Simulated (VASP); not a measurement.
# Mg16O16F (a cell with a defect) (F interstitial hop between voids) in VASP: a series of runs

The runs below take Mg16O16F (a cell with a defect) (F interstitial hop between voids) through single point, with HSE06, PBE.

Program: VASP 6.6.1. These are calculated values, not measurements. Logs are shortened: lines on timing, memory, paths and dates and some standing lists are left out, and cuts for length are marked.

## (1) The cell of the first run

The cell holds a defect, 33 atoms: a = 7.369 Å, b = 7.369 Å, c = 7.369 Å, α = 109.47°, β = 109.47°, γ = 109.47°.

## (2) Single point, HSE06

File POSCAR:

```
Mg16O16F
1.0
   -4.2543812300      4.2543812300      4.2543812300
    4.2543812300     -4.2543812300      4.2543812300
    4.2543812300      4.2543812300     -4.2543812300
Mg O F
16 16 1
Direct
   -0.0196472700     -0.0194992000      0.0022049300
    0.0061337400      0.2432088200      0.7500884400
   -0.0024987300      0.4976503100      0.4958116400
    0.0129024000      0.7595238100      0.2731831800
    0.2431938800      0.0061794700      0.7501189800
    0.2640197900      0.2641777700      0.4951345500
    0.2365572800      0.4874643000      0.2247793800
    0.2505582000      0.7507083200      0.0019409700
    0.4974059900     -0.0024335000      0.4958117000
    0.4872220500      0.2370149500      0.2249946500
    0.5209388300      0.5210870500      0.0022092400
    0.4747301100      0.7709684600      0.7464444700
    0.7592023100      0.0133826100      0.2733421300
    0.7504781100      0.2506388100      0.0019410700
    0.7712306800      0.4744852100      0.7464635700
    0.7301988100      0.7303568100      0.4951374700
    0.0108480900      0.0109155500      0.5225014000
   -0.0054881200      0.2546022300      0.2491174100
    0.0016982600      0.4953630700     -0.0021900100
    0.0001014600      0.7424407400      0.7488409600
    0.2543295200     -0.0052579200      0.2491092900
    0.2392824800      0.2393724600     -0.0206162200
    0.2479960100      0.5057194700      0.7488388500
    0.2457744300      0.7532224300      0.4997444800
    0.4952265000      0.0019596000     -0.0020662400
    0.5056572300      0.2480173900      0.7488392600
    0.4524085800      0.4527859200      0.4059800500
    0.4937590600      0.7538522700      0.2491317100
    0.7423774600      0.0001222100      0.7488408400
    0.7530931500      0.2460514600      0.4998931100
    0.7536139500      0.4940237500      0.2491230600
    0.7999684900      0.8002886500      0.1010477500
    0.6273063500      0.6269195600      0.7548325900
```

File INCAR.step1:

```
PREC = Accurate ; ENCUT = 520
EDIFF = 1E-5 ; ISMEAR = -1
SIGMA = 0.01 ; LREAL = Auto
LASPH = T ; NELM = 60
ALGO = Normal ; ISIF = 2
LWAVE = T ; LCHARG = F
GGA = PE ; NELECT = 136.0
NBANDS = 90
```

File INCAR.step2:

```
PREC = Accurate ; ENCUT = 520
EDIFF = 1E-6 ; ISMEAR = -1
SIGMA = 0.01 ; LREAL = Auto
LASPH = T ; NELM = 60
ALGO = Normal ; ISIF = 2
LWAVE = F ; LCHARG = F
GGA = PE ; LHFCALC = T
HFSCREEN = 0.2079 ; PRECFOCK = Fast
ISTART = 1 ; NELECT = 136.0
NBANDS = 90
```

File KPOINTS:

```
Automatic mesh
0
Gamma
  1 1 1
  0.25 0.25 0.25
```

Potentials or basis: VASP PAW PBE potentials, release 64 (Mg, O, F).

Started as:

```
$ cat potpaw_PBE.64/Mg/POTCAR potpaw_PBE.64/O/POTCAR potpaw_PBE.64/F/POTCAR > POTCAR
$ cp INCAR.step1 INCAR
$ mpirun -np 1 vasp_std > vasp.out
$ cp INCAR.step2 INCAR
$ mpirun -np 1 vasp_std > vasp.out
```

OUTCAR:

```text
PREC = Accurate
   ENCUT = 520
   EDIFF = 1E-6
   ISMEAR = -1
   LREAL = Auto
   LASPH = T
   NELM = 60
   ISIF = 2
   GGA = PE
   LHFCALC = T
   HFSCREEN = 0.2079
   PRECFOCK = Fast
   ISTART = 1
   NELECT = 136.0

 ion  position               nearest neighbor table
   1  0.980  0.981  0.002-  32 2.04  21 2.16  18 2.16  29 2.18  20 2.18  22 2.30  33 2.46   4 2.97
                            13 2.97   6 2.98   8 3.01  14 3.01  16 3.05  10 3.06   7 3.06  12 3.06
   2  0.006  0.243  0.750-  17 1.98  22 1.98  19 2.15  30 2.15  29 2.15  23 2.15  15 2.80   5 2.85
                             7 2.86  13 2.87   8 3.05  14 3.05   3 3.06   9 3.06   6 3.09  16 3.09
   3  0.998  0.498  0.496-  18 2.07  31 2.07  20 2.11  23 2.11  24 2.13  30 2.13  15 2.88  12 2.88
                            13 2.92   4 2.92  14 2.97   6 3.01  16 3.01   8 3.05   5 3.06   2 3.06
   4  0.013  0.760  0.273-  32 1.84  24 1.98  21 2.14  31 2.14  17 2.14  19 2.25   5 2.87   3 2.92
                             9 2.92   1 2.97  11 2.97   7 3.00   6 3.04  16 3.04  13 3.05  14 3.06
   5  0.243  0.006  0.750-  17 1.98  22 1.98  25 2.14  24 2.15  20 2.15  26 2.15  12 2.81   2 2.85
                            10 2.86   4 2.87  14 3.05   8 3.05   9 3.06   3 3.06   6 3.09  16 3.09
   6  0.264  0.264  0.495-  27 2.05  21 2.16  18 2.16  23 2.18  26 2.18  17 2.28  33 2.53  10 2.97
                             7 2.98   1 2.98   3 3.01   9 3.01   4 3.04  13 3.05  11 3.05  12 3.06
   7  0.237  0.487  0.225-  27 1.86  19 2.00  22 2.11  28 2.13  18 2.13  24 2.26   2 2.86  14 2.93
                             8 2.93   6 2.98  16 2.98   4 3.00  10 3.02  11 3.06   1 3.06   3 3.07
   8  0.251  0.751  0.002-  28 2.07  21 2.07  20 2.11  23 2.11  25 2.13  19 2.13  15 2.90  12 2.90
                             7 2.93  10 2.93   9 2.97  11 3.01   1 3.01   3 3.05   5 3.05   2 3.05
   9  0.497  0.998  0.496-  28 2.07  21 2.07  26 2.11  29 2.11  24 2.13  30 2.13  15 2.88  12 2.88
[... 18 lines left out ...]
  20  0.000  0.742  0.749-   3 2.11   8 2.11  15 2.12   5 2.15  16 2.18   1 2.18
  21  0.254  0.995  0.249-   9 2.07   8 2.07  10 2.13   4 2.14   6 2.16   1 2.16
  22  0.239  0.239  0.979-   2 1.98   5 1.98  10 2.11   7 2.11  11 2.30   1 2.30
[... 9 lines left out ...]
  32  0.800  0.800  0.101-   4 1.84  13 1.85  11 2.04   1 2.04  12 2.78  15 2.78
  33  0.627  0.627  0.755-  15 1.78  12 1.79   1 2.46  11 2.46  16 2.52   6 2.53

  LATTYP: Found a body centered cubic cell.
 ALAT       =     8.5087624600

  Lattice vectors:

 A1 = (  -4.2543812300,   4.2543812300,   4.2543812300)
 A2 = (   4.2543812300,  -4.2543812300,   4.2543812300)
 A3 = (   4.2543812300,   4.2543812300,  -4.2543812300)

Analysis of symmetry for initial positions (statically):
=====================================================================
 Subroutine PRICEL returns:
 Original cell was already a primitive cell.

 Routine SETGRP: Setting up the symmetry group for a
 body centered cubic supercell.

 Subroutine GETGRP returns: Found  1 space group operations
 (whereof  1 operations were pure point group operations)
[... 177 lines left out ...]
  Thomas-Fermi vector in A             =   2.380782
   LORBIT       =      0    0 simple, 1 ext, 2 COOP (PROOUT), +10 PAW based schemes
   GGA     = PE    functional components
   LHFCALC =     T    Hartree Fock is set to
   PRECFOCK=fast      Normal, Fast or Accurate (Low or Medium for compatibility)
   ENCUT4O =  -1.0   cutoff for four orbital integrals eV
   NKREDX  =     1    reduce k-point grid by
   NKREDY  =     1    reduce k-point grid by
   NKREDZ  =     1    reduce k-point grid by
   AEXX    =    0.2500 exact exchange contribution
   HFSCREEN=    0.2079 screening length (either q_TF or 0.3 A-1)
   HFSCREENC=   0.2079 screening length for correlation (either q_TF or 0.3 A-1)
   ENCUTFOCK=  -1.0 apply spherical cutoff to Coloumb kernel
   IVDW    =     0    specifies the selected vdW correction
   LEPSILON=     F    determine dielectric tensor
   LRPA    =     F    only Hartree local field effects (RPA)
 non-spin polarized calculation
  energy-cutoff  :      520.00
  volume of cell :      308.01
 maximum number of plane-waves:      8280
 NGX is ok and might be reduce to    54
  NGX = 28; NGY = 28; NGZ = 28

 number of electron     135.9999997 magnetization

 Free energy of the ion-electron system (eV)
  ---------------------------------------------------
  ext. energy  EPLUGINS =         0.00000000
  ---------------------------------------------------
  free energy    TOTEN  =      -223.64652860 eV

  energy without entropy =     -223.64652860  energy(sigma->0) =     -223.64652860

 E-fermi :   4.1568     XC(G=0):  -9.1009

 val. band max:        3.8107671934   @ k =   0.2500   0.2500   0.2500
 cond. band min:      10.3600390787   @ k =   0.2500   0.2500   0.2500
 fundamental gap:      6.5492718853
 Fermi energy:         4.1567630189

 k-point     1 :       0.2500    0.2500    0.2500
  band No.  band energies     occupation
      1     -22.2944      2.00000
      2     -16.6328      2.00000
      3     -16.4643      2.00000
      4     -16.4255      2.00000
      5     -15.9889      2.00000
      6     -15.9792      2.00000
[... 72 lines left out ...]
     79      13.3208      0.00000
     80      13.3230      0.00000
 [bands above 80 left out]

------------------------ aborting loop because EDIFF is reached ----------------------------------------

  FORCE on cell =-STRESS in cart. coord.  units (eV):
  Direction    XX          YY          ZZ          XY          YZ          ZX
  --------------------------------------------------------------------------------------
  -------------------------------------------------------------------------------------
  Total       25.2478146     25.2561130      0.4168221      7.0020930     -0.0143065     -0.0147356
  in kB      131.3303711    131.3735364      2.1681638     36.4224584     -0.0744176     -0.0766494
  external PRESSURE =      88.2906904 kB  Pullay stress =       0.0000000 kB

 VOLUME and BASIS-vectors are now :
 -----------------------------------------------------------------------------
  energy-cutoff  :      520.00
  volume of cell :      308.01
      direct lattice vectors                 reciprocal lattice vectors
    -4.254381230  4.254381230  4.254381230     0.000000000  0.117525904  0.117525904
     4.254381230 -4.254381230  4.254381230     0.117525904  0.000000000  0.117525904
     4.254381230  4.254381230 -4.254381230     0.117525904  0.117525904  0.000000000

 POSITION                                       TOTAL-FORCE (eV/Angst)
 -----------------------------------------------------------------------------------
      0.01001      0.00875      8.33284         0.017219      0.019251     -0.051598
      4.19977      2.18255     -2.13036        -0.061764      0.057529     -0.000140
     -0.01718      4.23593      4.25157        -0.008204     -0.011850      0.005751
      4.33864     -2.01419      2.12397         0.096235     -0.040861     -0.000109
      2.18294      4.19964     -2.13036         0.053288     -0.060724     -0.000194
      2.10716      2.10582      0.14066        -0.011693     -0.010040      0.062066
[... 25 lines left out ...]
      0.43126      0.42853      6.37821         0.014761     -0.022213     -0.001428
      3.20970      3.21299      2.12461        -0.024947     -0.044999      0.001079
 -----------------------------------------------------------------------------------
    total drift:                                0.002077      0.008433      0.005386

  FREE ENERGIE OF THE ION-ELECTRON SYSTEM (eV)
  ---------------------------------------------------
  free  energy   TOTEN  =      -223.6465286012 eV

  energy  without entropy=     -223.6465286012  energy(sigma->0) =     -223.64652860
```

OUTCAR.step1:

```text
PREC = Accurate
   ENCUT = 520
   EDIFF = 1E-5
   ISMEAR = -1
   LREAL = Auto
[... 394 lines left out ...]
      2.18294      4.19964     -2.13036         0.009104     -0.014570     -0.000129
      2.10716      2.10582      0.14066         0.007763      0.009334      0.014336
[... 25 lines left out ...]
      0.43126      0.42853      6.37821        -0.017408     -0.054299     -0.001390
      3.20970      3.21299      2.12461        -0.022919     -0.042997      0.001190
 -----------------------------------------------------------------------------------
    total drift:                                0.000873      0.007042      0.005673

  FREE ENERGIE OF THE ION-ELECTRON SYSTEM (eV)
  ---------------------------------------------------
  free  energy   TOTEN  =      -184.8325804478 eV

  energy  without entropy=     -184.8325804478  energy(sigma->0) =     -184.83258045
```

OSZICAR.step1:

```text
N       E                     dE             d eps       ncg     rms          rms(c)
DAV:   1     0.747631169484E+03    0.74763E+03   -0.68665E+04   188   0.139E+03
DAV:   2    -0.160959122901E+03   -0.90859E+03   -0.89089E+03   222   0.303E+02
DAV:   3    -0.213662117147E+03   -0.52703E+02   -0.52478E+02   216   0.762E+01
DAV:   4    -0.214090973433E+03   -0.42886E+00   -0.42785E+00   216   0.765E+00
DAV:   5    -0.214095545713E+03   -0.45723E-02   -0.45703E-02   216   0.741E-01    0.308E+01
DAV:   6    -0.185190133190E+03    0.28905E+02   -0.12306E+02   198   0.357E+01    0.922E+00
DAV:   7    -0.185014339788E+03    0.17579E+00   -0.27614E+00   200   0.631E+00    0.584E+00
DAV:   8    -0.184858402624E+03    0.15594E+00   -0.77324E-01   208   0.411E+00    0.137E+00
DAV:   9    -0.184831892161E+03    0.26510E-01   -0.86600E-02   216   0.141E+00    0.594E-01
DAV:  10    -0.184834130491E+03   -0.22383E-02   -0.99304E-02   192   0.115E+00    0.373E-01
DAV:  11    -0.184832143073E+03    0.19874E-02   -0.12853E-02   240   0.465E-01    0.119E-01
DAV:  12    -0.184832613523E+03   -0.47045E-03   -0.24533E-03   208   0.178E-01    0.508E-02
DAV:  13    -0.184832585847E+03    0.27676E-04   -0.21416E-04   224   0.545E-02    0.259E-02
DAV:  14    -0.184832580448E+03    0.53988E-05   -0.70779E-05   184   0.368E-02
   1 F= -.18483258E+03 E0= -.18483258E+03  d E =-.563740E-14
```

It took 5.9 min on 1 thread of Intel Xeon Platinum 8488C (Sapphire Rapids), shared host; peak memory 0.56 GiB.

What came out:

- Free energy: -223.6465 eV
- Largest force: 0.129 eV/Å

Forces in eV/Å, atoms in the order of the input:
```
Mg   0.017  0.019 -0.052
Mg  -0.062  0.058  0.000
Mg  -0.008 -0.012  0.006
Mg   0.096 -0.041  0.000
Mg   0.053 -0.061  0.000
Mg  -0.012 -0.010  0.062
Mg  -0.065  0.083  0.000
Mg   0.011  0.008  0.004
Mg  -0.009 -0.012 -0.004
Mg   0.057 -0.069 -0.001
Mg   0.018  0.020  0.051
Mg  -0.024  0.070 -0.001
Mg  -0.084  0.098  0.000
Mg   0.011  0.008 -0.002
Mg   0.090 -0.037 -0.001
Mg  -0.011 -0.010 -0.063
O    0.023  0.013 -0.001
O    0.022 -0.025 -0.008
O   -0.052 -0.014  0.001
O   -0.027  0.033 -0.027
O   -0.028  0.025 -0.004
O   -0.026 -0.033 -0.001
O    0.033 -0.027  0.032
O    0.031  0.039 -0.001
O   -0.035 -0.048 -0.001
O   -0.027  0.033  0.028
O   -0.024 -0.042 -0.001
O    0.022 -0.028  0.010
O    0.033 -0.026 -0.031
O    0.013  0.032  0.000
O   -0.029  0.023  0.006
O    0.015 -0.022 -0.001
F   -0.025 -0.045  0.001
```

Caveat: the k points lie up to 1.04 Å⁻¹ apart; the cell carries a net charge on a neutralising background, which shifts energy and pressure; the cell is charged against a uniform background, so pressure and absolute levels hang on convention; the PAW data sets were made with another functional, which shifts forces and pressure a little.

[end of part 1 of 2]
